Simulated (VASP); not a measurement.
# Cs (Im-3m) in VASP: notebook

Cs is run at these levels: PBEsol; tasks: single point.

All numbers are computed with VASP 6.6.1; they aren't measurements. Logs are shortened: lines on timing, memory, paths and dates and some standing lists are left out, and cuts for length are marked.

## (1) The cell of the first run

Symmetry: Im-3m, No. 229, cubic system. The conventional cell has a = 6.004 Å, b = 6.004 Å, c = 6.004 Å, α = 90.00°, β = 90.00°, γ = 90.00°.

## (2) Single point, PBEsol

File INCAR:

```
SYSTEM = Cs
ALGO = Normal
EDIFF = 1E-7
ENCUT = 520
GGA = PS
ISIF = 2
ISMEAR = 0
LASPH = .TRUE.
LCHARG = .FALSE.
LREAL = .FALSE.
LWAVE = .FALSE.
NBANDS = 10
NELM = 80
PREC = Accurate
SIGMA = 0.1
```

File KPOINTS:

```
k-points
0
G
  4 4 4
  0 0 0
```

File POSCAR:

```
Cs
1.0
   -3.0021902809      3.0021902809      3.0021902809
    3.0021902809     -3.0021902809      3.0021902809
    3.0021902809      3.0021902809     -3.0021902809
Cs
1
Direct
    0.0000000000      0.0000000000      0.0000000000
```

Potentials or basis: VASP PAW PBE potentials, release 64 (Cs_sv).

Started as:

```
$ cat potpaw_PBE.64/Cs_sv/POTCAR > POTCAR
$ mpirun -np 1 vasp_std > vasp.out
```

OUTCAR:

```text
SYSTEM = Cs
   EDIFF = 1E-7
   ENCUT = 520
   GGA = PS
   ISIF = 2
   ISMEAR = 0
   LASPH = .TRUE.
   LREAL = .FALSE.
   NELM = 80
   PREC = Accurate

 ion  position               nearest neighbor table
   1  0.000  0.000  0.000-

  LATTYP: Found a body centered cubic cell.
 ALAT       =     6.0043805618

  Lattice vectors:

 A1 = (  -3.0021902809,   3.0021902809,   3.0021902809)
 A2 = (   3.0021902809,  -3.0021902809,   3.0021902809)
 A3 = (   3.0021902809,   3.0021902809,  -3.0021902809)

Analysis of symmetry for initial positions (statically):
=====================================================================
 Subroutine PRICEL returns:
 Original cell was already a primitive cell.

 Routine SETGRP: Setting up the symmetry group for a
 body centered cubic supercell.

 Subroutine GETGRP returns: Found 48 space group operations
 (whereof 48 operations were pure point group operations)
 out of a pool of 48 trial point group operations.

The static configuration has the point symmetry O_h .

Analysis of symmetry for dynamics (positions and initial velocities):
=====================================================================
 Subroutine PRICEL returns:
 Original cell was already a primitive cell.

 Routine SETGRP: Setting up the symmetry group for a
 body centered cubic supercell.

 Subroutine GETGRP returns: Found 48 space group operations
 (whereof 48 operations were pure point group operations)
 out of a pool of 48 trial point group operations.

The dynamic configuration has the point symmetry O_h .

 Subroutine INISYM returns: Found 48 space group operations
 (whereof 48 operations are pure point group operations),
 and found     1 'primitive' translations

----------------------------------------------------------------------------------------

                                     Primitive cell

  volume of cell :     108.2367

  direct lattice vectors                    reciprocal lattice vectors
    -3.002190281  3.002190281  3.002190281     0.000000000  0.166545073  0.166545073
     3.002190281 -3.002190281  3.002190281     0.166545073  0.000000000  0.166545073
     3.002190281  3.002190281 -3.002190281     0.166545073  0.166545073  0.000000000

  length of vectors
     5.199946101  5.199946101  5.199946101     0.235530301  0.235530301  0.235530301

  position of ions in fractional coordinates (direct lattice)
     0.000000000  0.000000000  0.000000000

  ion indices of the primitive-cell ions
   primitive index   ion index
                 1           1

----------------------------------------------------------------------------------------

 KPOINTS: k-points

Automatic generation of k-mesh.
 Grid dimensions read from file:
 generate k-points for:    4    4    4

 Generating k-lattice:

  Cartesian coordinates                     Fractional coordinates (reciprocal lattice)
     0.000000000  0.041636268  0.041636268     0.250000000  0.000000000  0.000000000
     0.041636268  0.000000000  0.041636268     0.000000000  0.250000000  0.000000000
     0.041636268  0.041636268  0.000000000     0.000000000  0.000000000  0.250000000

  Length of vectors
     0.058882575  0.058882575  0.058882575

  Shift w.r.t. Gamma in fractional coordinates (k-lattice)
     0.000000000  0.000000000  0.000000000

 Subroutine IBZKPT returns following result:
 ===========================================

 Found      8 irreducible k-points:

 Following reciprocal coordinates:
            Coordinates               Weight
  0.000000  0.000000  0.000000      1.000000
  0.250000  0.000000  0.000000     12.000000
  0.500000  0.000000  0.000000      6.000000
  0.250000  0.250000  0.000000     24.000000
  0.250000  0.250000  0.250000      2.000000
 -0.250000  0.250000  0.250000      6.000000
  0.500000  0.500000  0.250000     12.000000
  0.500000  0.500000  0.500000      1.000000
   k-points           NKPTS =      8   k-points in BZ     NKDIM =      8   number of bands    NBANDS=     10
   number of dos      NEDOS =    301   number of ions     NIONS =      1
   total plane-waves  NPLWV =  64000
   dimension x,y,z NGX =    40 NGY =   40 NGZ =   40
   dimension x,y,z NGXF=    80 NGYF=   80 NGZF=   80
   ions per type =               1
   NGX,Y,Z   is equivalent  to a cutoff of  12.79, 12.79, 12.79 a.u.
   NGXF,Y,Z  is equivalent  to a cutoff of  25.58, 25.58, 25.58 a.u.
 SYSTEM =  Cs
   PREC   = accura    normal or accurate (medium, high low for compatibility)
   ISTART =      0    job   : 0-new  1-cont  2-samecut
   ICHARG =      2    charge: 1-file 2-atom 10-const
   ISPIN  =      1    spin polarized calculation?
   LNONCOLLINEAR =      F non collinear calculations
   LSORBIT =      F    spin-orbit coupling
   LASPH  =      T    aspherical Exc in radial PAW
   ENCUT  =  520.0 eV  38.22 Ry    6.18 a.u.   9.67  9.67  9.67*2*pi/ulx,y,z
   NELM   =     80;   NELMIN=  2; NELMDL= -5     # of ELM steps
   EDIFF  = 0.1E-06   stopping-criterion for ELM
   LREAL  =      F    real-space projection
   EDIFFG = 0.1E-05   stopping-criterion for IOM
   NSW    =      0    number of steps for IOM
   IBRION =     -1    ionic relax: 0-MD 1-quasi-New 2-CG
   NFREE  =      0    steps in history (QN), initial steepest desc. (CG)
   ISIF   =      2    stress and relaxation
   ISYM   =      2    0-nonsym 1-usesym 2-fastsym
   POTIM  = 0.5000    time-step for ionic-motion
   TEBEG  =    0.0;   TEEND  =   0.0 temperature during run
   PSTRESS=    0.0 pullay stress
   NELECT =       9.0000    total number of electrons
   NUPDOWN=      -1.0000    fix difference up-down
   EMIN   =  10.00;   EMAX   =-10.00  energy-range for DOS
   EFERMI =   0.00;   METHOD = LEGACY
   ISMEAR =     0;   SIGMA  =   0.10  broadening in eV -4-tet -1-fermi 0-gaus
   EFERMI_NEDOS =   21; number of points for ismear=-14 and -15
   IALGO  =     38    algorithm
   IMIX   =      4    mixing-type and parameters
     AMIX     =   0.40;   BMIX     =  1.00
     AMIX_MAG =   1.60;   BMIX_MAG =  1.00
  volume/ion in A,a.u.               =     108.24       730.42
  Fermi-wavevector in a.u.,A,eV,Ry     =   0.714547  1.350298  6.946827  0.510577
  Thomas-Fermi vector in A             =   1.802475
   LORBIT       =      0    0 simple, 1 ext, 2 COOP (PROOUT), +10 PAW based schemes
   GGA     = PS    functional components
   LHFCALC =     F    Hartree Fock is set to
   AEXX    =    0.0000 exact exchange contribution
   IVDW    =     0    specifies the selected vdW correction
   LEPSILON=     F    determine dielectric tensor
   LRPA    =     F    only Hartree local field effects (RPA)
 non-spin polarized calculation
 Gauss-broadening in eV      SIGMA  =   0.10
  energy-cutoff  :      520.00
  volume of cell :      108.24
 maximum number of plane-waves:      2938
 NGX is ok and might be reduce to    40
   NGX = 19   NGY = 19   NGZ = 19

 number of electron       8.9999998 magnetization

 Free energy of the ion-electron system (eV)
  ---------------------------------------------------
  ext. energy  EPLUGINS =         0.00000000
  ---------------------------------------------------
  free energy    TOTEN  =        -0.89893305 eV

  energy without entropy =       -0.87308718  energy(sigma->0) =       -0.88601012

 E-fermi :   0.5402     XC(G=0):  -5.6344

 val. band max:        0.5333975661   @ k =   0.5000   0.0000   0.0000
 cond. band min:       0.5568033890   @ k =   0.2500   0.2500   0.0000
 fundamental gap:      0.0234058229
 Fermi energy:         0.5401866039

 k-point     1 :       0.0000    0.0000    0.0000
  band No.  band energies     occupation
      1     -23.2811      2.00000
      2      -9.9906      2.00000
      3      -9.9906      2.00000
      4      -9.9906      2.00000
      5      -1.2196      2.00000
      6       3.0619      0.00000
      7       3.0619      0.00000
      8       3.0619      0.00000
      9       3.9816      0.00000
     10       3.9816      0.00000

 k-point     2 :       0.2500    0.0000    0.0000
  band No.  band energies     occupation
      1     -23.2766      2.00000
      2     -10.0777      2.00000
      3     -10.0188      2.00000
      4      -9.9908      2.00000
      5      -0.5353      2.00000
      6       2.2792      0.00000
      7       2.5276      0.00000
      8       3.7906      0.00000
      9       3.8205      0.00000
     10       3.9757      0.00000

 k-point     3 :       0.5000    0.0000    0.0000
  band No.  band energies     occupation
      1     -23.2721      2.00000
      2     -10.1608      2.00000
      3     -10.0465      2.00000
      4      -9.9911      2.00000
      5       0.5334      1.07649
      6       1.4689      0.00000
      7       2.1664      0.00000
      8       3.8292      0.00000
      9       4.4640      0.00000
     10       4.9950      0.00000

 k-point     4 :       0.2500    0.2500    0.0000
  band No.  band energies     occupation
      1     -23.2721      2.00000
      2     -10.1298      2.00000
      3     -10.0619      2.00000
      4     -10.0083      2.00000
      5       0.5568      0.81421
      6       1.6604      0.00000
      7       1.9774      0.00000
      8       3.8463      0.00000
      9       4.0868      0.00000
     10       4.7312      0.00000

 k-point     5 :       0.2500    0.2500    0.2500
  band No.  band energies     occupation
      1     -23.2716      2.00000
      2     -10.0746      2.00000
      3     -10.0746      2.00000
      4     -10.0746      2.00000
      5       1.5362      0.00000
      6       1.5362      0.00000
      7       1.5362      0.00000
      8       3.0704      0.00000
      9       4.5498      0.00000
     10       4.5498      0.00000

 k-point     6 :      -0.2500    0.2500    0.2500
  band No.  band energies     occupation
      1     -23.2726      2.00000
      2     -10.0806      2.00000
      3     -10.0492      2.00000
      4     -10.0492      2.00000
      5       0.0729      2.00000
      6       2.0650      0.00000
      7       2.8160      0.00000
      8       2.8160      0.00000
      9       3.8506      0.00000
     10       4.0546      0.00000

 k-point     7 :       0.5000    0.5000    0.2500
  band No.  band energies     occupation
      1     -23.2686      2.00000
      2     -10.1361      2.00000
      3     -10.0790      2.00000
      4     -10.0521      2.00000
      5       1.1192      0.00000
      6       1.2864      0.00000
      7       2.5921      0.00000
      8       2.7598      0.00000
      9       4.1010      0.00000
     10       5.3215      0.00000

 k-point     8 :       0.5000    0.5000    0.5000
  band No.  band energies     occupation
      1     -23.2651      2.00000
      2     -10.1110      2.00000
      3     -10.1110      2.00000
      4     -10.1110      2.00000
      5       1.1317      0.00000
      6       1.1317      0.00000
      7       3.6876      0.00000
      8       3.6876      0.00000
      9       3.6876      0.00000
     10       5.1471      0.00000

------------------------ aborting loop because EDIFF is reached ----------------------------------------

  FORCE on cell =-STRESS in cart. coord.  units (eV):
  Direction    XX          YY          ZZ          XY          YZ          ZX
  --------------------------------------------------------------------------------------
  -------------------------------------------------------------------------------------
  Total        0.0039961      0.0039961      0.0039961      0.0000000     -0.0000000      0.0000000
  in kB        0.0591521      0.0591521      0.0591521      0.0000000     -0.0000000      0.0000000
  external PRESSURE =       0.0591521 kB  Pullay stress =       0.0000000 kB

 VOLUME and BASIS-vectors are now :
 -----------------------------------------------------------------------------
  energy-cutoff  :      520.00
  volume of cell :      108.24
      direct lattice vectors                 reciprocal lattice vectors
    -3.002190281  3.002190281  3.002190281     0.000000000  0.166545073  0.166545073
     3.002190281 -3.002190281  3.002190281     0.166545073  0.000000000  0.166545073
     3.002190281  3.002190281 -3.002190281     0.166545073  0.166545073  0.000000000

 POSITION                                       TOTAL-FORCE (eV/Angst)
 -----------------------------------------------------------------------------------
      0.00000      0.00000      0.00000         0.000000     -0.000000      0.000000
 -----------------------------------------------------------------------------------
    total drift:                               -0.000000     -0.000000     -0.000000

  FREE ENERGIE OF THE ION-ELECTRON SYSTEM (eV)
  ---------------------------------------------------
  free  energy   TOTEN  =        -0.8989330524 eV

  energy  without entropy=       -0.8730871818  energy(sigma->0) =       -0.88601012
```

Wall time 7.1 s (1 thread of Intel Xeon 6975P-C (Granite Rapids), shared host); peak memory 0.22 GiB.

What came out:

```yaml
Free_energy: -0.8989 eV
Pressure: 0.0 GPa
```

Caveat: the k points lie up to 0.37 Å⁻¹ apart; the PAW data sets were made with another functional, which shifts forces and pressure a little; spin-orbit coupling is left out, which moves the levels of the heavy elements.

## (3) Single point, PBEsol

File INCAR:

```
SYSTEM = Cs
ALGO = Normal ; EDIFF = 1E-6
ENCUT = 520 ; GGA = PS
ISIF = 2 ; ISMEAR = 0
LASPH = .True. ; LCHARG = .False.
LREAL = .False. ; LWAVE = .False.
NBANDS = 10 ; NELM = 100
PREC = Accurate ; SIGMA = 0.1
```

File KPOINTS:

```
k-points
0
Gamma
  10 10 10
  0 0 0
```

POSCAR is that of step 2.

Potentials or basis: VASP PAW PBE potentials, release 64 (Cs_sv).

Started as:

```
$ cat potpaw_PBE.64/Cs_sv/POTCAR > POTCAR
$ mpirun -np 1 vasp_std > vasp.out
```

Wall time 17 s (1 thread of Intel Xeon 6975P-C (Granite Rapids), shared host); peak memory 0.24 GiB.

Results (log left out):

```
Free energy : -0.9428 eV
Pressure    : 0.0 GPa
```

Levels at points of the mesh, in eV from the Fermi level:
```csv
k point,band 1,band 2,band 3,band 4,band 5,band 6,band 7,band 8
"(0.00, 0.00, 0.00)",-23.82,-10.52,-10.52,-10.52,-1.75,2.53,2.53,2.53
"(0.50, 0.00, 0.00)",-23.81,-10.69,-10.58,-10.52,0.00,0.94,1.64,3.30
"(0.50, 0.50, 0.50)",-23.80,-10.64,-10.64,-10.64,0.60,0.60,3.16,3.16
```

Caveat: the PAW data sets were made with another functional, which shifts forces and pressure a little; spin-orbit coupling is left out, which moves the levels of the heavy elements.
